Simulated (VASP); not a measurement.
Set up this calculation in VASP 6.6.1, as the native input.

```
Task                   : single point
Functional             : r2SCAN
Potentials or basis    : VASP PAW PBE potentials, release 64 (La, B)
Cutoff                 : 520 eV
k mesh                 : 8 × 8 × 8
Occupations            : gaussian, width 0.1 eV
Spin                   : no spin polarisation
Dipole correction      : no
Further INCAR settings : ALGO = Normal; EDIFF = 1e-06; NBANDS = 24
```

Crystal: LaB6.

```
La B
1.0
     4.15236    0.00000    0.00000
     0.00000    4.15236    0.00000
     0.00000    0.00000    4.15236
La B
1 6
Direct
  0.00000 0.00000 0.00000
  0.20003 0.50000 0.50000
  0.50000 0.20003 0.50000
  0.79997 0.50000 0.50000
  0.50000 0.79997 0.50000
  0.50000 0.50000 0.20003
  0.50000 0.50000 0.79997
```

One way to write it, as run:

POSCAR

```
LaB6
1.0
    4.1523647893      0.0000000000      0.0000000000
    0.0000000000      4.1523647893      0.0000000000
    0.0000000000      0.0000000000      4.1523647893
La B
1 6
Direct
    0.0000000000      0.0000000000      0.0000000000
    0.2000318048      0.5000000000      0.5000000000
    0.5000000000      0.2000318048      0.5000000000
    0.7999681952      0.5000000000      0.5000000000
    0.5000000000      0.7999681952      0.5000000000
    0.5000000000      0.5000000000      0.2000318048
    0.5000000000      0.5000000000      0.7999681952
```

INCAR.step1

```
PREC     = Accurate       # precision mode
ENCUT    = 520            # plane-wave cutoff, eV
ISMEAR   = 0              # smearing method
SIGMA    = 0.1            # smearing width, eV
LREAL    = False          # projectors in reciprocal space
LASPH    = True           # aspherical terms in the spheres
NELM     = 60             # most SCF steps
NBANDS   = 24             # bands
GGA      = PE             # functional
ALGO     = Normal         # electronic algorithm
EDIFF    = 1E-4           # SCF threshold, eV
LWAVE    = True           # write WAVECAR
LCHARG   = False          # write CHGCAR
```

INCAR.step2

```
PREC     = Accurate       # precision mode
ENCUT    = 520            # plane-wave cutoff, eV
EDIFF    = 1E-6           # SCF threshold, eV
ISMEAR   = 0              # smearing method
SIGMA    = 0.1            # smearing width, eV
LREAL    = False          # projectors in reciprocal space
LASPH    = True           # aspherical terms in the spheres
NELM     = 60             # most SCF steps
ALGO     = Normal         # electronic algorithm
ISIF     = 2              # what is computed and relaxed
LWAVE    = False          # write WAVECAR
LCHARG   = False          # write CHGCAR
METAGGA  = R2SCAN         # meta-GGA
LMIXTAU  = True         
NBANDS   = 24             # bands
ISTART   = 1
```

KPOINTS

```
regular mesh
0
Gamma
  8 8 8
```

Potentials or basis: VASP PAW PBE potentials, release 64 (La, B).

The run is started by

```bash
$ cat potpaw_PBE.64/La/POTCAR potpaw_PBE.64/B/POTCAR > POTCAR
$ cp INCAR.step1 INCAR
$ mpirun -np 1 vasp_std > vasp.out
$ cp INCAR.step2 INCAR
$ mpirun -np 1 vasp_std > vasp.out
```

It gave:

* Pressure: 0.0 GPa
* Largest force: 0.019 eV/Å

Caveat: the PAW data sets were made with another functional, which shifts forces and pressure a little.

It took 4.1 min on 1 thread of AMD EPYC 7R13 Processor (Zen 3) (shared host), peak memory 0.19 GiB.
